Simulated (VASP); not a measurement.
HfN, 2 atoms in the cell. It takes space group I4/mmm (No. 139, tetragonal). The conventional cell has a = 2.939 Å, b = 2.939 Å, c = 4.879 Å, α = 90.00°, β = 90.00°, γ = 90.00°. Hf (site symmetry 4/mmm) has 6 N at 2.08 to 2.44 Å within 2.8 Å. Within 2.8 Å of N (site symmetry 4/mmm) lie 6 Hf at 2.08 to 2.44 Å.  This cell differs from its parent crystal: strain -0.080 along x and y, +0.080 along z.

```yaml
Program: VASP 6.6.1
Task: single point
Functional: PBEsol
Potentials_or_basis: VASP PAW PBE potentials, release 64 (Hf_pv, N)
Cutoff: 520 eV
k_mesh: 18 × 18 × 18
Occupations: gaussian, width 0.15 eV
Spin: no spin polarisation
Dipole_correction: no
Further_INCAR_settings: ALGO = Normal; EDIFF = 1e-06; NBANDS = 14
```

Potentials or basis: VASP PAW PBE potentials, release 64 (Hf_pv, N).

The run is started by

```console
$ cat potpaw_PBE.64/Hf_pv/POTCAR potpaw_PBE.64/N/POTCAR > POTCAR
$ mpirun -np 1 vasp_std > vasp.out
```

Hardware: 1 thread of Intel Xeon 8259CL (shared host).

Estimate the wall time of this run.

Run time: 110 s on 1 thread of Intel Xeon 8259CL (shared host), peak memory 0.27 GiB. Counts: scf iterations 12, k points 480.
